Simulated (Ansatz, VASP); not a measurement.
## One calculation of ZrB, two programs

```xyz
2
Lattice="2.9861 0.0000 0.0000 -1.4931 2.5860 0.0000 0.0000 0.0000 4.8053" Properties=species:S:1:pos:R:3 pbc="T T T"
Zr    0.0000    0.0000    2.4027
B     0.0000    0.0000    0.0000
```

Alike in both runs: task single point; functional PBE; k mesh 6 × 6 × 4; occupations gaussian, width 0.1 eV; collinear spin.

```csv
,VASP,Ansatz
version,VASP 6.6.1,Ansatz 0.2.0
potentials or method,"VASP PAW PBE potentials, release 64 (Zr_sv, B), cutoff 500 eV","scalar-relativistic, plane waves, PAW"
valence electrons in the cell,15,15
```

|  | VASP | Ansatz | Ansatz less VASP |
| --- | --- | --- | --- |
| gap on the k mesh at the Fermi level (eV) | none | none | - |
| pressure (GPa) | -0.7 | -0.7 | -0.02 |
| traceless stress, the component that is largest in VASP (GPa) | 2.68 | 2.66 | -0.023 |
| net moment per atom (μB) | 0.09 | 0.09 | +0.001 |
| size of the moment on the site where the two differ most (μB) | 0.07 | 0.09 | +0.020 |

Site moments also hang on the region over which each program counts them. A gap of «none» marks a metal or a gap that the smearing closes.

The k mesh is coarse, so the values compare programs but aren't converged.
